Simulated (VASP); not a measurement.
Wanted: the native input for a VASP 6.6.1 run.

- Task: relaxation of cell and atoms
- Functional: BLYP
- Potentials or basis: VASP PAW PBE potentials, release 64 (W_sv, C)
- Cutoff: 600 eV
- k mesh: 10 × 10 × 6
- Occupations: fermi-dirac, width 0.05 eV
- Spin: no spin polarisation
- Dipole correction: no
- Further INCAR settings: ALGO = Normal; EDIFF = 1e-06; IBRION = 2; EDIFFG = -0.01; NSW = 60; ISIF = 3

The structure of WC lies in POSCAR:

```
WC
1.0
    1.6403461100     -2.1180379000      0.0000000000
    1.6403461100      2.1180379000      0.0000000000
    0.0000000000      0.0000000000      4.3094211000
W C
1 1
Direct
    0.5000000000      0.5000000000      0.5000000000
    0.0000000000      0.0000000000      0.0000000000
```

The input as run:

INCAR

```
SYSTEM = WC
AGGAC = 1.0 ; AGGAX = 1.0
ALDAC = 0.0 ; ALDAX = 1.0
ALGO = Normal ; EDIFF = 1E-6
EDIFFG = -0.01 ; ENCUT = 600
GGA = B5 ; IBRION = 2
ISIF = 3 ; ISMEAR = -1
LASPH = .TRUE. ; LCHARG = .FALSE.
LREAL = .FALSE. ; LWAVE = .FALSE.
NELM = 100 ; NSW = 60
PREC = Accurate ; SIGMA = 0.05
```

KPOINTS

```
k-points
0
G
  10 10 6
  0 0 0
```

Potentials or basis: VASP PAW PBE potentials, release 64 (W_sv, C).

Run with:

```bash
$ cat potpaw_PBE.64/W_sv/POTCAR potpaw_PBE.64/C/POTCAR > POTCAR
$ mpirun -np 1 vasp_std > vasp.out
```

Results of the run:

```json
{"Relaxed volume": "12.76 Å³/atom", "Relaxed cell": "a = 3.203 Å, b = 3.203 Å, c = 3.048 Å, α = 90.00°, β = 90.00°, γ = 125.31°", "Space group after relaxing (to 0.1 Å)": "Cmmm (No. 65)", "Energy gained by relaxing": "1834.1 meV/atom", "Ionic steps": "18", "Pressure after relaxing": "0.0 GPa", "Band gap on the k mesh": "zero (bands 9 and 10 overlap by 2.99 eV)"}
```

Caveat: a cell axis changed by over 15 % at a fixed basis, so the end point is rough; the PAW data sets were made with another functional, which shifts forces and pressure a little; spin-orbit coupling is left out, which moves the levels of the heavy elements.

Wall time 3.9 min on 1 thread of Intel(R) Xeon(R) 6975P-C (Granite Rapids), on a shared host, peak memory 0.22 GiB.
